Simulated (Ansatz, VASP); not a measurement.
## HC4 in VASP and in Ansatz

Contents of INCAR:

```
PREC = Accurate
ENCUT = 520
EDIFF = 1E-7
ISMEAR = 0
SIGMA = 0.1
LREAL = F
LASPH = T
NELM = 60
ALGO = Normal
ISIF = 2
LWAVE = F
LCHARG = F
LDIPOL = T
IDIPOL = 3
DIPOL = 0.5 0.5 0.262
GGA = PE
IVDW = 12
NBANDS = 28
```

File KPOINTS:

```
regular mesh
0
Gamma
  6 6 1
```

The input POSCAR:

```
HC4
1.0
    4.9313048819      0.0000000000      0.0000000000
   -2.4656524409      4.2706353015      0.0000000000
    0.0000000000      0.0000000000     18.0000331942
C H
8 2
Direct
    0.3333333333      0.1666666667      0.2222236565
    0.3333333333      0.6666666667      0.2222236565
    0.8333333333      0.1666666667      0.2222236565
    0.8333333333      0.6666666667      0.2222236565
    0.1666666667      0.3333333333      0.2222218124
    0.1666666667      0.8333333333      0.2222218124
    0.6666666667      0.3333333333      0.2222218124
    0.6666666667      0.8333333333      0.2222218124
    0.2135881515      0.1666666667      0.4222232877
    0.4530785152      0.1666666667      0.4222232877
```

Input for Ansatz:

```yaml
crystal:
  lattice:
    - [4.9313048819, 0.0, 0.0]
    - [-2.4656524409, 4.2706353015, 0.0]
    - [0.0, 0.0, 18.0000331942]
  atoms:
    - { symbol: C, position: [0.3333333333, 0.1666666667, 0.2222236565] }
    - { symbol: C, position: [0.3333333333, 0.6666666667, 0.2222236565] }
    - { symbol: C, position: [0.8333333333, 0.1666666667, 0.2222236565] }
    - { symbol: C, position: [0.8333333333, 0.6666666667, 0.2222236565] }
    - { symbol: C, position: [0.1666666667, 0.3333333333, 0.2222218124] }
    - { symbol: C, position: [0.1666666667, 0.8333333333, 0.2222218124] }
    - { symbol: C, position: [0.6666666667, 0.3333333333, 0.2222218124] }
    - { symbol: C, position: [0.6666666667, 0.8333333333, 0.2222218124] }
    - { symbol: H, position: [0.2135881515, 0.1666666667, 0.4222232877] }
    - { symbol: H, position: [0.4530785152, 0.1666666667, 0.4222232877] }
basis:
  ecutwfc: 420
kpoints:
  mp_grid: { grid: [6, 6, 1] }
hamiltonian:
  xc: pbe
  pseudopotentials: { kind: paw, azcp: { folder: soft_1 } }
  dispersion: d3bj
scf:
  occupations: { method: gaussian, width: 0.1 }
output:
  forces: true
  eigenvalues: true
efield:
  axis: 3
  dipole_correction: true
  ramp_width: 0.04
```

Alike in both runs: task single point; functional PBE; dispersion D3(BJ); k mesh 6 × 6 × 1; occupations gaussian, width 0.1 eV; no spin polarisation.

|  | VASP | Ansatz |
| --- | --- | --- |
| version | VASP 6.6.1 | Ansatz 0.2.0 |
| potentials or method | VASP PAW PBE potentials, release 64 (C, H), cutoff 520 eV | scalar-relativistic, plane waves, PAW |
| valence electrons in the cell | 34 | 34 |

```csv
,VASP,Ansatz,Ansatz less VASP
gap on the k mesh at the Fermi level (eV),none,none,-
least direct gap on the mesh (eV),0.00,0.00,0.000
rms of the force components (eV/Å),1.203,1.203,-0.0001
```

Atom by atom the forces differ by 0.000 eV/Å (rms over components). A gap of «none» marks a metal or a gap that the smearing closes.

A gap of «none» marks a metal or a gap under the smearing width.
